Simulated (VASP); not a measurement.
# NaI (Pm-3m) in VASP: notebook, part 2 of 2

VASP 6.6.1.

## (3) Single point, r2SCAN (volume changed by +3%)

POSCAR reads:

```
NaI
1.0
    4.0805445036      0.0000000000      0.0000000000
    0.0000000000      4.0805445036      0.0000000000
    0.0000000000      0.0000000000      4.0805445036
Na I
1 1
Direct
    0.0000000000      0.0000000000      0.0000000000
    0.5000000000      0.5000000000      0.5000000000
```

INCAR.step1 reads:

```
  ALGO = Normal
  EDIFF = 1E-4
  ENCUT = 520
  GGA = PE
  ISMEAR = 0
  LASPH = T
  LCHARG = F
  LREAL = F
  LWAVE = T
  NBANDS = 14
  NELM = 60
  PREC = Accurate
  SIGMA = 0.01
```

INCAR.step2 reads:

```
  ALGO = Normal
  EDIFF = 1E-6
  ENCUT = 520
  ISIF = 2
  ISMEAR = 0
  ISTART = 1
  LASPH = T
  LCHARG = F
  LMIXTAU = T
  LREAL = F
  LWAVE = F
  METAGGA = R2SCAN
  NBANDS = 14
  NELM = 60
  PREC = Accurate
  SIGMA = 0.01
```

KPOINTS reads:

```
k-points
0
Gamma
  6 6 6
```

Potentials or basis: VASP PAW PBE potentials, release 64 (Na_pv, I).

Command:

```sh
$ cat potpaw_PBE.64/Na_pv/POTCAR potpaw_PBE.64/I/POTCAR > POTCAR
$ cp INCAR.step1 INCAR
$ mpirun -np 1 vasp_std > vasp.out
$ cp INCAR.step2 INCAR
$ mpirun -np 1 vasp_std > vasp.out
```

OUTCAR:

```text
EDIFF = 1E-6
   ENCUT = 520
   ISIF = 2
   ISMEAR = 0
   ISTART = 1
   LASPH = T
   LREAL = F
   METAGGA = R2SCAN
   NELM = 60
   PREC = Accurate

 ion  position               nearest neighbor table
   1  0.000  0.000  0.000-
   2  0.500  0.500  0.500-

  LATTYP: Found a simple cubic cell.
 ALAT       =     4.0805445036

  Lattice vectors:

 A1 = (   4.0805445036,   0.0000000000,   0.0000000000)
 A2 = (   0.0000000000,   4.0805445036,   0.0000000000)
 A3 = (   0.0000000000,   0.0000000000,   4.0805445036)

Analysis of symmetry for initial positions (statically):
=====================================================================
 Subroutine PRICEL returns:
 Original cell was already a primitive cell.

 Routine SETGRP: Setting up the symmetry group for a
 simple cubic supercell.

 Subroutine GETGRP returns: Found 48 space group operations
[... 9 lines left out ...]

 Routine SETGRP: Setting up the symmetry group for a
 simple cubic supercell.

 Subroutine GETGRP returns: Found 48 space group operations
[... 11 lines left out ...]
                                     Primitive cell

[... 142 lines left out ...]
      1     -23.1352      2.00000
      2     -23.1352      2.00000
      3     -23.1352      2.00000
      4     -10.6312      2.00000
      5       0.7967      2.00000
      6       0.7967      2.00000
      7       0.7967      2.00000
      8       4.4520      0.00000
      9       7.6072      0.00000
     10       7.6072      0.00000
     11      13.4843      0.00000
     12      13.4843      0.00000
     13      13.4843      0.00000
     14      13.8159      0.00000
[... 309 lines left out ...]
      1     -23.1399      2.00000
      2     -23.1399      2.00000
      3     -23.1399      2.00000
      4      -9.7511      2.00000
      5      -0.6213      2.00000
      6      -0.6213      2.00000
      7      -0.6213      2.00000
      8       6.1501      0.00000
      9       6.1501      0.00000
     10       6.1501      0.00000
     11       8.9153      0.00000
     12      15.8256      0.00000
     13      15.8256      0.00000
     14      15.8256      0.00000

------------------------ aborting loop because EDIFF is reached ----------------------------------------

  FORCE on cell =-STRESS in cart. coord.  units (eV):
  Direction    XX          YY          ZZ          XY          YZ          ZX
  --------------------------------------------------------------------------------------
  -------------------------------------------------------------------------------------
  Total       -0.2483985     -0.2483985     -0.2483985      0.0000000     -0.0000000      0.0000000
  in kB       -5.8574044     -5.8574044     -5.8574044      0.0000000     -0.0000000      0.0000000
  external PRESSURE =      -5.8574044 kB  Pullay stress =       0.0000000 kB

 VOLUME and BASIS-vectors are now :
 -----------------------------------------------------------------------------
  energy-cutoff  :      520.00
  volume of cell :       67.94
      direct lattice vectors                 reciprocal lattice vectors
     4.080544504  0.000000000  0.000000000     0.245065334  0.000000000  0.000000000
     0.000000000  4.080544504  0.000000000     0.000000000  0.245065334  0.000000000
     0.000000000  0.000000000  4.080544504     0.000000000  0.000000000  0.245065334

 POSITION                                       TOTAL-FORCE (eV/Angst)
 -----------------------------------------------------------------------------------
      0.00000      0.00000      0.00000         0.000000      0.000000      0.000000
      2.04027      2.04027      2.04027         0.000000      0.000000      0.000000
 -----------------------------------------------------------------------------------
    total drift:                                0.000000     -0.000000     -0.000000

  FREE ENERGIE OF THE ION-ELECTRON SYSTEM (eV)
  ---------------------------------------------------
  free  energy   TOTEN  =       -30.7265544882 eV

  energy  without entropy=      -30.7265544882  energy(sigma->0) =      -30.72655449
```

OUTCAR.step1:

```text
EDIFF = 1E-4
   ENCUT = 520
   GGA = PE
   ISMEAR = 0
   LASPH = T
[... 553 lines left out ...]
 -----------------------------------------------------------------------------------
      0.00000      0.00000      0.00000         0.000000      0.000000      0.000000
      2.04027      2.04027      2.04027         0.000000      0.000000      0.000000
 -----------------------------------------------------------------------------------
    total drift:                                0.000000     -0.000000     -0.000000

  FREE ENERGIE OF THE ION-ELECTRON SYSTEM (eV)
  ---------------------------------------------------
  free  energy   TOTEN  =        -5.0733760489 eV

  energy  without entropy=       -5.0733760489  energy(sigma->0) =       -5.07337605
```

OSZICAR.step1:

```text
N       E                     dE             d eps       ncg     rms          rms(c)
DAV:   1     0.850707433055E+02    0.85071E+02   -0.65735E+03   560   0.884E+02
DAV:   2     0.213422573711E+01   -0.82937E+02   -0.76681E+02   584   0.225E+02
DAV:   3    -0.502529257466E+01   -0.71595E+01   -0.71133E+01   758   0.622E+01
DAV:   4    -0.520486916333E+01   -0.17958E+00   -0.17954E+00   698   0.100E+01
DAV:   5    -0.520952588286E+01   -0.46567E-02   -0.46566E-02   734   0.153E+00    0.188E+00
DAV:   6    -0.510143496872E+01    0.10809E+00   -0.98417E-02   674   0.183E+00    0.125E+00
DAV:   7    -0.507293549020E+01    0.28499E-01   -0.93452E-02   690   0.159E+00    0.631E-01
DAV:   8    -0.507343569660E+01   -0.50021E-03   -0.64483E-03   596   0.639E-01    0.102E-01
DAV:   9    -0.507337604894E+01    0.59648E-04   -0.17788E-04   736   0.129E-01
   1 F= -.50733760E+01 E0= -.50733760E+01  d E =-.292831E-14
```

It took 47 s on 1 thread of Intel Xeon Platinum 8259CL at 2.50GHz (Skylake/Cascade Lake), shared host; peak memory 0.17 GiB.

What came out:

```
Free energy            : -30.7266 eV
Pressure               : -0.6 GPa
Band gap on the k mesh : 3.02 eV, indirect (least direct gap 3.42 eV)
```

Levels at points of the mesh, in eV from the valence-band top:
```csv
k point,band 5,band 6,band 7,band 8,band 9,band 10
"(0.00, 0.00, 0.00)",-0.63,-0.63,-0.63,3.02,6.18,6.18
"(0.50, 0.00, 0.00)",-3.15,-0.32,-0.32,5.28,7.03,7.71
"(0.50, 0.50, 0.00)",-2.52,-2.52,0.00,3.42,7.66,8.92
"(0.50, 0.50, 0.50)",-2.05,-2.05,-2.05,4.72,4.72,4.72
```

Caveat: the PAW data sets were made with another functional, which shifts forces and pressure a little; spin-orbit coupling is left out, which moves the levels of the heavy elements. A k mesh can miss the band edges.

## (4) Single point, r2SCAN (volume changed by +6%)

POSCAR reads:

```
NaI
1.0
    4.1197829155      0.0000000000      0.0000000000
    0.0000000000      4.1197829155      0.0000000000
    0.0000000000      0.0000000000      4.1197829155
Na I
1 1
Direct
    0.0000000000      0.0000000000      0.0000000000
    0.5000000000      0.5000000000      0.5000000000
```

INCAR.step1 reads:

```
SYSTEM = NaI
  ALGO = Normal
  EDIFF = 1E-4
  ENCUT = 520
  GGA = PE
  ISMEAR = 0
  LASPH = .True.
  LCHARG = .False.
  LREAL = .False.
  LWAVE = .True.
  NBANDS = 14
  NELM = 100
  PREC = Accurate
  SIGMA = 0.01
```

INCAR.step2 reads:

```
SYSTEM = NaI
  ALGO = Normal
  EDIFF = 1E-6
  ENCUT = 520
  ISIF = 2
  ISMEAR = 0
  ISTART = 1
  LASPH = .True.
  LCHARG = .True.
  LELF = .True.
  LMIXTAU = .True.
  LREAL = .False.
  LVHAR = .True.
  LWAVE = .False.
  METAGGA = R2SCAN
  NBANDS = 14
  NELM = 100
  PREC = Accurate
  SIGMA = 0.01
```

KPOINTS reads:

```
k-points
0
Gamma
  6 6 6
  0 0 0
```

Command:

```sh
$ cat potpaw_PBE.64/Na_pv/POTCAR potpaw_PBE.64/I/POTCAR > POTCAR
$ cp INCAR.step1 INCAR
$ mpirun -np 1 vasp_std > vasp.out
$ cp INCAR.step2 INCAR
$ mpirun -np 1 vasp_std > vasp.out
```

It took 37 s on 1 thread of Intel Xeon Platinum 8259CL at 2.50GHz (Skylake/Cascade Lake), shared host; peak memory 0.19 GiB.

The run converged. Its results:

- Free energy: -30.7158 eV
- Pressure: -1.0 GPa
- Band gap on the k mesh: 2.97 eV, indirect (least direct gap 3.47 eV)

Levels at points of the mesh, in eV from the valence-band top:
| k point | band 3 | band 4 | band 5 | band 6 | band 7 | band 8 | band 9 | band 10 | band 11 | band 12 |
| --- | --- | --- | --- | --- | --- | --- | --- | --- | --- | --- |
| (0.00, 0.00, 0.00) | -24.58 | -11.95 | -0.60 | -0.60 | -0.60 | 2.97 | 6.23 | 6.23 | 11.88 | 11.88 |
| (0.50, 0.00, 0.00) | -24.58 | -11.66 | -3.00 | -0.30 | -0.30 | 5.24 | 6.90 | 7.74 | 8.47 | 8.47 |
| (0.50, 0.50, 0.00) | -24.58 | -11.39 | -2.40 | -2.40 | 0.00 | 3.47 | 7.63 | 8.81 | 8.81 | 9.38 |
| (0.50, 0.50, 0.50) | -24.58 | -11.14 | -1.95 | -1.95 | -1.95 | 4.77 | 4.77 | 4.77 | 7.40 | 14.14 |

Caveat: the PAW data sets were made with another functional, which shifts forces and pressure a little; spin-orbit coupling is left out, which moves the levels of the heavy elements. A k mesh can miss the band edges.

## (5) The runs side by side

| cell | gap on the mesh (eV) | pressure (GPa) |
| --- | --- | --- |
| a = 4.041 Å, 2 atoms | 3.07 | 0.0 |
| a = 4.081 Å, 2 atoms | 3.02 | -0.6 |
| a = 4.120 Å, 2 atoms | 2.97 | -1.0 |

Alike in all rows: task single point; level r2SCAN; potentials or basis VASP PAW PBE potentials, release 64 (Na_pv, I); no spin polarisation; k mesh 6 × 6 × 6; cutoff (eV) 520; smearing gaussian 0.01 eV.

Caveats: the PAW data sets were made with another functional, which shifts forces and pressure a little; spin-orbit coupling is left out, which moves the levels of the heavy elements.

Total energies depend on the potentials used, so only differences within one code and one set of settings carry meaning.
